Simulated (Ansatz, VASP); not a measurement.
**Two plane-wave programs on Y**

```
CELL_PARAMETERS angstrom
3.13028 0.00000 0.00000
0.00000 3.13028 0.00000
0.00000 0.00000 3.13028
ATOMIC_POSITIONS crystal
Y 0.00000 0.00000 0.00000
```

Alike in both runs: task single point; functional r2SCAN; k mesh 11 × 11 × 11; occupations fermi-dirac, width 0.1 eV; no spin polarisation.

|  | VASP | Ansatz |
| --- | --- | --- |
| version | VASP 6.6.1 | Ansatz 0.2.0 |
| potentials or method | VASP PAW PBE potentials, release 64 (Y_sv), cutoff 550 eV | plane waves (500 eV) with PAW, scalar-relativistic |
| valence electrons in the cell | 11 | 11 |

Ansatz gave:

* pressure (GPa): 3.9

Q: Which values does VASP return?

A: Pressure (GPa): 4.0.

VASP's potentials were made for PBE, not for r2SCAN. The functional is the same, so the differences come from potentials, cutoffs and numerics.
